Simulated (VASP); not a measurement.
A run of VASP 6.6.1:

INCAR

```
SYSTEM = HPbNO4
ALGO = Normal
EDIFF = 1E-6
ENCUT = 520
GGA = RP
ISIF = 2
ISMEAR = -1
LASPH = .TRUE.
LCHARG = .TRUE.
LELF = .TRUE.
LREAL = .FALSE.
LVHAR = .TRUE.
LWAVE = .FALSE.
NBANDS = 31
NELM = 100
PREC = Accurate
SIGMA = 0.05
```

File KPOINTS:

```
k-points
0
G
  5 4 4
  0 0 0
```

Contents of POSCAR:

```
HPbNO4
1.0
    3.8570700000      0.0017800000     -0.0365800000
    0.1735300000      4.3343600000     -0.0164700000
    0.7580300000      0.8387300000      5.8766200000
H Pb N O
1 1 1 4
Direct
    0.6151100000      0.8955900000      0.1984400000
    0.6459700000      0.4465100000      0.9168500000
    0.7147400000      0.2381000000      0.5005800000
    0.1695800000      0.4700700000      0.7776800000
    0.6291900000      0.9704500000      0.4984500000
    0.5642400000      0.9258300000      0.0384900000
    0.7802200000      0.4225000000      0.3195100000
```

Potentials or basis: VASP PAW PBE potentials, release 64 (H, Pb_d, N, O).

The run is started by

```sh
$ cat potpaw_PBE.64/H/POTCAR potpaw_PBE.64/Pb_d/POTCAR potpaw_PBE.64/N/POTCAR potpaw_PBE.64/O/POTCAR > POTCAR
$ mpirun -np 1 vasp_std > vasp.out
```

Hardware: 1 thread of Intel(R) Xeon(R) 6975P-C (Granite Rapids), with other jobs on the host.

Task: How long does it take, and how much memory?

Result: It took 61 s on 1 thread of Intel(R) Xeon(R) 6975P-C (Granite Rapids) (shared host), peak memory 0.28 GiB. Counts: scf iterations 16, k points 42.
